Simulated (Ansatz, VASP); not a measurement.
## Ag in VASP and in Ansatz

```xyz
2
Lattice="0.0000 -2.0272 -2.0272 -2.0272 0.0000 -2.0272 2.0272 2.0272 -4.0544" Properties=species:S:1:pos:R:3 pbc="T T T"
Ag    0.0012   -0.0010   -4.0543
Ag   -0.0012    0.0010   -0.0001
```

Alike in both runs: functional PBEsol; k mesh 12 × 12 × 14; occupations gaussian, width 0.15 eV; no spin polarisation.

Ansatz relaxed the structure, and its values are those at the end. VASP's run is a single point on that final structure, the one shown.

|  | VASP | Ansatz |
| --- | --- | --- |
| version | VASP 6.6.1 | Ansatz 0.2.0 |
| potentials or method | VASP PAW PBE potentials, release 64 (Ag), cutoff 500 eV | scalar-relativistic, plane waves, PAW |
| valence electrons in the cell | 22 | 38 |

|  | VASP | Ansatz | Ansatz less VASP |
| --- | --- | --- | --- |
| gap on the k mesh at the Fermi level (eV) | none | none | - |
| pressure (GPa) | -0.2 | 0.0 | +0.18 |

VASP's potentials were made for PBE, not for PBEsol. A gap of «none» marks a metal or a gap that the smearing closes. The functional is the same, so the differences come from potentials, cutoffs and numerics. VASP's potentials hold 22 valence electrons a cell and Ansatz's 38, so a difference there can come from the potentials and not from the codes. Ansatz's warnings: stress scf threshold loose.
